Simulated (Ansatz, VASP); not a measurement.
# One calculation of Si2N, two programs

```
CELL_PARAMETERS angstrom
2.71107 0.00000 0.00000
-1.35554 2.34786 0.00000
0.00000 0.00000 11.05885
ATOMIC_POSITIONS crystal
Si 0.00000 0.00000 0.75015
Si 0.00000 0.00000 0.24985
Si 0.00000 0.00000 0.00000
Si 0.00000 0.00000 0.50000
N 0.33333 0.66667 0.90687
N 0.66667 0.33333 0.09313
```

Change from the starting cell: ordered vacancies on the anion sites of nickel arsenide (P-3m1, No. 164).

Alike in both runs: task single point; functional PBE; k mesh 6 × 6 × 2; occupations gaussian, width 0.1 eV; collinear spin.

```csv
,VASP,Ansatz
version,VASP 6.6.1,Ansatz 0.2.0
potentials or method,"VASP PAW PBE potentials, release 64 (Si, N), cutoff 520 eV","scalar-relativistic, plane waves, PAW"
valence electrons in the cell,26,26
```

```tsv
	VASP	Ansatz	Ansatz less VASP
gap on the k mesh at the Fermi level (eV)	none	none	-
pressure (GPa)	0.0	0.0	+0.03
net moment per atom (μB)	0.00	0.00	0.000
```

A gap of «none» marks a metal or a gap that the smearing closes. Ansatz's warnings: seeded moment not kept.

The k mesh is coarse, so the values compare programs but aren't converged.
